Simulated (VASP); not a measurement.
# Zn3CdTe4 (P3m1) in VASP: notebook

Zn3CdTe4 is run at these levels: PBE; tasks: relaxation of shape and atoms at fixed volume, relaxation of cell and atoms.

All numbers are computed with VASP 6.6.1; they aren't measurements. Logs are shortened: lines on timing, memory, paths and dates and some standing lists are left out, and cuts for length are marked.

### 1 The cell of the first run

It takes space group P3m1 (No. 156, trigonal). The conventional cell has a = 4.339 Å, b = 4.339 Å, c = 14.365 Å, α = 90.00°, β = 90.00°, γ = 120.00°. Zn (site symmetry 3m) has 4 Te at 2.63 to 2.65 Å within 3.5 Å. Zn (site symmetry 3m) has 4 Te at 2.63 to 2.65 Å within 3.5 Å. Within 3.5 Å of Zn (site symmetry 3m) lie 4 Te at 2.62 to 2.64 Å. Cd (site symmetry 3m) has 4 Te at 2.75 to 2.79 Å within 3.6 Å. Within 3.5 Å of Te (site symmetry 3m) lie 3 Zn at 2.65 Å and 1 Cd at 2.79 Å. Te (site symmetry 3m) has 4 Zn at 2.63 to 2.64 Å within 3.5 Å. Te (site symmetry 3m) has 4 Zn at 2.63 to 2.65 Å within 3.5 Å. Within 3.5 Å of Te (site symmetry 3m) lie 1 Zn at 2.62 Å and 3 Cd at 2.75 Å.

### 2 Relaxation of shape and atoms at fixed volume, PBE (29.28 Å³/atom)

Contents of INCAR:

```
SYSTEM = Zn3CdTe4
ALGO = Normal ; EDIFF = 1E-7
EDIFFG = -0.01 ; ENCUT = 600
GGA = PE ; IBRION = 2
ISIF = 4 ; ISMEAR = 0
LASPH = .TRUE. ; LCHARG = .FALSE.
LREAL = .FALSE. ; LWAVE = .FALSE.
NELM = 100 ; NSW = 50
PREC = Accurate ; SIGMA = 0.02
```

Contents of KPOINTS:

```
k-points
0
G
  6 6 2
  0 0 0
```

Contents of POSCAR:

```
Zn3CdTe4
1.0
    4.3391280398      0.0000000000      0.0000000000
   -2.1695640199      3.7577951127      0.0000000000
    0.0000000000      0.0000000000     14.3652824433
Zn Cd Te
3 1 4
Direct
    0.3333333333      0.6666666667      0.5001399946
    0.6666666667      0.3333333333      0.2572976091
    0.6666666667      0.3333333333      0.7422407340
    0.3333333333      0.6666666667      0.0040233229
    0.3333333333      0.6666666667      0.1979830476
    0.3333333333      0.6666666667      0.6832163132
    0.6666666667      0.3333333333      0.4404464529
    0.6666666667      0.3333333333      0.9246525256
```

Potentials or basis: VASP PAW PBE potentials, release 64 (Zn, Cd, Te).

Launch:

```
cat potpaw_PBE.64/Zn/POTCAR potpaw_PBE.64/Cd/POTCAR potpaw_PBE.64/Te/POTCAR > POTCAR
mpirun -np 1 vasp_std > vasp.out
```

OUTCAR:

```text
SYSTEM = Zn3CdTe4
   EDIFF = 1E-7
   EDIFFG = -0.01
   ENCUT = 600
   GGA = PE
   IBRION = 2
   ISIF = 4
   ISMEAR = 0
   LASPH = .TRUE.
   LREAL = .FALSE.
   NELM = 100
   NSW = 50
   PREC = Accurate

 ion  position               nearest neighbor table
   1  0.333  0.667  0.500-   6 2.63   7 2.65   7 2.65   7 2.65
   2  0.667  0.333  0.257-   7 2.63   5 2.65   5 2.65   5 2.65
   3  0.667  0.333  0.742-   8 2.62   6 2.64   6 2.64   6 2.64
   4  0.333  0.667  0.004-   8 2.75   8 2.75   8 2.75   5 2.79
   5  0.333  0.667  0.198-   2 2.65   2 2.65   2 2.65   4 2.79
   6  0.333  0.667  0.683-   1 2.63   3 2.64   3 2.64   3 2.64
   7  0.667  0.333  0.440-   2 2.63   1 2.65   1 2.65   1 2.65
   8  0.667  0.333  0.925-   3 2.62   4 2.75   4 2.75   4 2.75

  LATTYP: Found a hexagonal cell.
 ALAT       =     4.3391280398
 C/A-ratio  =     3.3106380617

  Lattice vectors:

 A1 = (   4.3391280398,   0.0000000000,   0.0000000000)
 A2 = (  -2.1695640199,   3.7577951127,   0.0000000000)
 A3 = (   0.0000000000,   0.0000000000,  14.3652824433)

Analysis of symmetry for initial positions (statically):
=====================================================================
 Subroutine PRICEL returns:
 Original cell was already a primitive cell.

 Routine SETGRP: Setting up the symmetry group for a
 hexagonal supercell.

 Subroutine GETGRP returns: Found  6 space group operations
 (whereof  6 operations were pure point group operations)
 out of a pool of 24 trial point group operations.

The static configuration has the point symmetry C_3v.

Analysis of symmetry for dynamics (positions and initial velocities):
=====================================================================
 Subroutine PRICEL returns:
 Original cell was already a primitive cell.

 Routine SETGRP: Setting up the symmetry group for a
 hexagonal supercell.

 Subroutine GETGRP returns: Found  6 space group operations
 (whereof  6 operations were pure point group operations)
 out of a pool of 24 trial point group operations.

The dynamic configuration has the point symmetry C_3v.

 Subroutine INISYM returns: Found  6 space group operations
 (whereof  6 operations are pure point group operations),
 and found     1 'primitive' translations

----------------------------------------------------------------------------------------

                                     Primitive cell

  volume of cell :     234.2339
[... 79 lines left out ...]
   NGXF,Y,Z  is equivalent  to a cutoff of  27.59, 27.59, 27.77 a.u.
 SYSTEM =  Zn3CdTe4
   PREC   = accura    normal or accurate (medium, high low for compatibility)
   ISTART =      0    job   : 0-new  1-cont  2-samecut
   ICHARG =      2    charge: 1-file 2-atom 10-const
   ISPIN  =      1    spin polarized calculation?
   LNONCOLLINEAR =      F non collinear calculations
   LSORBIT =      F    spin-orbit coupling
   LASPH  =      T    aspherical Exc in radial PAW
   ENCUT  =  600.0 eV  44.10 Ry    6.64 a.u.   8.67  8.67 28.69*2*pi/ulx,y,z
   NELM   =    100;   NELMIN=  2; NELMDL= -5     # of ELM steps
   EDIFF  = 0.1E-06   stopping-criterion for ELM
   LREAL  =      F    real-space projection
   EDIFFG = -.1E-01   stopping-criterion for IOM
   NSW    =     50    number of steps for IOM
   IBRION =      2    ionic relax: 0-MD 1-quasi-New 2-CG
   NFREE  =      1    steps in history (QN), initial steepest desc. (CG)
   ISIF   =      4    stress and relaxation
   ISYM   =      2    0-nonsym 1-usesym 2-fastsym
   POTIM  = 0.5000    time-step for ionic-motion
   TEBEG  =    0.0;   TEEND  =   0.0 temperature during run
   PSTRESS=    0.0 pullay stress
   NELECT =      72.0000    total number of electrons
   NUPDOWN=      -1.0000    fix difference up-down
   EMIN   =  10.00;   EMAX   =-10.00  energy-range for DOS
   EFERMI =   0.00;   METHOD = LEGACY
   ISMEAR =     0;   SIGMA  =   0.02  broadening in eV -4-tet -1-fermi 0-gaus
   EFERMI_NEDOS =   21; number of points for ismear=-14 and -15
   IALGO  =     38    algorithm
   IMIX   =      4    mixing-type and parameters
     AMIX     =   0.40;   BMIX     =  1.00
     AMIX_MAG =   1.60;   BMIX_MAG =  1.00
  volume/ion in A,a.u.               =      29.28       197.59
  Fermi-wavevector in a.u.,A,eV,Ry     =   1.104848  2.087859 16.608475  1.220688
  Thomas-Fermi vector in A             =   2.241326
   LORBIT       =      0    0 simple, 1 ext, 2 COOP (PROOUT), +10 PAW based schemes
   GGA     = PE    functional components
   LHFCALC =     F    Hartree Fock is set to
   AEXX    =    0.0000 exact exchange contribution
   IVDW    =     0    specifies the selected vdW correction
   LEPSILON=     F    determine dielectric tensor
   LRPA    =     F    only Hartree local field effects (RPA)
 conjugate gradient relaxation of ions
 non-spin polarized calculation
 Gauss-broadening in eV      SIGMA  =   0.02
  energy-cutoff  :      600.00
  volume of cell :      234.23
 maximum number of plane-waves:      7846
 NGX is ok and might be reduce to    36
   NGX = 17   NGY = 17   NGZ = 57

--------------------------------------- Ionic step        1  -------------------------------------------

 number of electron      72.0000032 magnetization

 Free energy of the ion-electron system (eV)
  ---------------------------------------------------
  ext. energy  EPLUGINS =         0.00000000
  ---------------------------------------------------
  free energy    TOTEN  =       -20.06888734 eV

  energy without entropy =      -20.06888734  energy(sigma->0) =      -20.06888734

------------------------ aborting loop because EDIFF is reached ----------------------------------------

  FORCE on cell =-STRESS in cart. coord.  units (eV):
  Direction    XX          YY          ZZ          XY          YZ          ZX
  --------------------------------------------------------------------------------------
  -------------------------------------------------------------------------------------
  Total        4.3040608      4.3040608      4.4376167     -0.0000000      0.0000000     -0.0000000
  in kB       29.4400975     29.4400975     30.3536299     -0.0000000      0.0000000     -0.0000000
  external PRESSURE =      29.7446083 kB  Pullay stress =       0.0000000 kB
[... 239 lines left out ...]
--------------------------------------- Ionic step        7  -------------------------------------------

 number of electron      72.0000029 magnetization

 Free energy of the ion-electron system (eV)
  ---------------------------------------------------
  ext. energy  EPLUGINS =         0.00000000
  ---------------------------------------------------
  free energy    TOTEN  =       -20.06956153 eV

  energy without entropy =      -20.06956153  energy(sigma->0) =      -20.06956153

 E-fermi :   3.4485     XC(G=0):  -8.9249

 val. band max:        3.3110968186   @ k =   0.0000   0.0000   0.0000
 cond. band min:       4.2911034800   @ k =   0.0000   0.0000   0.0000
 fundamental gap:      0.9800066614
 Fermi energy:         3.4485418421

 k-point     1 :       0.0000    0.0000    0.0000
  band No.  band energies     occupation
      1      -8.6381      2.00000
      2      -8.3315      2.00000
      3      -8.1209      2.00000
      4      -7.7749      2.00000
      5      -5.1752      2.00000
      6      -5.1752      2.00000
[... 668 lines left out ...]
  FREE ENERGIE OF THE ION-ELECTRON SYSTEM (eV)
  ---------------------------------------------------
  free  energy   TOTEN  =       -20.0695615272 eV

  energy  without entropy=      -20.0695615272  energy(sigma->0) =      -20.06956153

 reached required accuracy - stopping structural energy minimisation
```

OSZICAR:

```text
N       E                     dE             d eps       ncg     rms          rms(c)
DAV:   1     0.555640591746E+03    0.55564E+03   -0.34207E+04  1204   0.189E+03
DAV:   2     0.371683381780E+02   -0.51847E+03   -0.50682E+03  1220   0.421E+02
DAV:   3    -0.189009819891E+02   -0.56069E+02   -0.55072E+02  1367   0.136E+02
DAV:   4    -0.208092508653E+02   -0.19083E+01   -0.19030E+01  1440   0.223E+01
[... 53 lines left out ...]
DAV:   2    -0.200696176730E+02    0.84814E-04   -0.37499E-04  1420   0.190E-01    0.445E-02
DAV:   3    -0.200695716741E+02    0.45999E-04   -0.48110E-05  1489   0.533E-02    0.232E-02
DAV:   4    -0.200695608592E+02    0.10815E-04   -0.25101E-05  1359   0.368E-02    0.534E-03
DAV:   5    -0.200695615061E+02   -0.64683E-06   -0.79017E-06  1273   0.239E-02    0.458E-03
DAV:   6    -0.200695615272E+02   -0.21122E-07   -0.33334E-07  1020   0.965E-03
   7 F= -.20069562E+02 E0= -.20069562E+02  d E =-.383236E-04
```

CONTCAR:

```text
Zn3CdTe4
   1.00000000000000
     4.3355614853874860   -0.0000000000000000   -0.0000000000000000
    -2.1677807426937430    3.7547063859581220   -0.0000000000000000
     0.0000000000000000    0.0000000000000000   14.3889267326451584
  Zn              Cd              Te
     3     1     4
Direct
     0.3333333332999970    0.6666666667000030    0.5002043969528781
     0.6666666667000030    0.3333333332999970    0.2573986305656587
     0.6666666667000030    0.3333333332999970    0.7419402641976843
     0.3333333332999970    0.6666666667000030    0.0047249614156725
     0.3333333332999970    0.6666666667000030    0.1982517341935081
     0.3333333332999970    0.6666666667000030    0.6830367530532240
     0.6666666667000030    0.3333333332999970    0.4403651696076453
     0.6666666667000030    0.3333333332999970    0.9240780899137198

  0.00000000E+00  0.00000000E+00  0.00000000E+00
  0.00000000E+00  0.00000000E+00  0.00000000E+00
  0.00000000E+00  0.00000000E+00  0.00000000E+00
  0.00000000E+00  0.00000000E+00  0.00000000E+00
  0.00000000E+00  0.00000000E+00  0.00000000E+00
  0.00000000E+00  0.00000000E+00  0.00000000E+00
  0.00000000E+00  0.00000000E+00  0.00000000E+00
  0.00000000E+00  0.00000000E+00  0.00000000E+00
```

Wall time 12 min (1 thread of Intel Xeon Platinum 8259CL at 2.50GHz (Skylake/Cascade Lake), shared host); peak memory 0.52 GiB.

What came out:

```
Free energy                  : -20.0696 eV
Energy gained by relaxing    : 0.1 meV/atom
Ionic steps                  : 7
Pressure after relaxing      : 3.0 GPa
Largest force after relaxing : 0.007 eV/Å
Band gap on the k mesh       : 0.98 eV
```

Forces in eV/Å, atoms in the order of the input:
```
Zn   0.000  0.000 -0.007
Zn   0.000  0.000  0.006
Zn   0.000  0.000  0.001
Cd   0.000  0.000  0.001
Te   0.000  0.000  0.000
Te   0.000  0.000 -0.004
Te   0.000  0.000  0.005
Te   0.000  0.000 -0.002
```

Step by step:
| step | energy change (eV) | largest force (eV/Å) | pressure (GPa) | volume (Å³) |
| --- | --- | --- | --- | --- |
| 1 | 0.0000 | 0.0603 | 2.97 | 234.23 |
| 2 | -0.0003 | 0.0397 | 2.97 | 234.23 |
| 3 | -0.0005 | 0.0288 | 2.96 | 234.23 |
| 4 | -0.0005 | 0.0255 | 2.96 | 234.23 |
| 5 | -0.0006 | 0.0152 | 2.96 | 234.23 |
| 6 | -0.0006 | 0.0125 | 2.95 | 234.23 |
| 7 | -0.0007 | 0.0066 | 2.95 | 234.23 |

Final structure:
```
CELL_PARAMETERS angstrom
4.33556 0.00000 0.00000
-2.16778 3.75471 0.00000
0.00000 0.00000 14.38893
ATOMIC_POSITIONS crystal
Zn 0.33333 0.66667 0.50020
Zn 0.66667 0.33333 0.25740
Zn 0.66667 0.33333 0.74194
Cd 0.33333 0.66667 0.00473
Te 0.33333 0.66667 0.19825
Te 0.33333 0.66667 0.68304
Te 0.66667 0.33333 0.44037
Te 0.66667 0.33333 0.92408
```

Levels at points of the mesh, in eV from the valence-band top:
```
           k point  band 32  band 33  band 34  band 35  band 36  band 37  band 38  band 39  band 40  band 41
(0.00, 0.00, 0.00)    -0.52    -0.52    -0.31     0.00     0.00     0.98     1.38     1.80     2.50     4.12
(0.50, 0.00, 0.00)    -1.88    -1.88    -1.81    -1.59    -0.93     1.85     1.90     2.14     2.64     3.30
(0.00, 0.00, 0.50)    -0.89    -0.40    -0.40    -0.05    -0.05     1.36     1.65     1.92     2.39     4.12
(0.50, 0.00, 0.50)    -2.06    -1.64    -1.61    -1.38    -1.02     1.88     1.95     1.96     2.39     3.83
```

Caveat: spin-orbit coupling is left out, which moves the levels of the heavy elements.

(Part 1 of 2 ends here.)
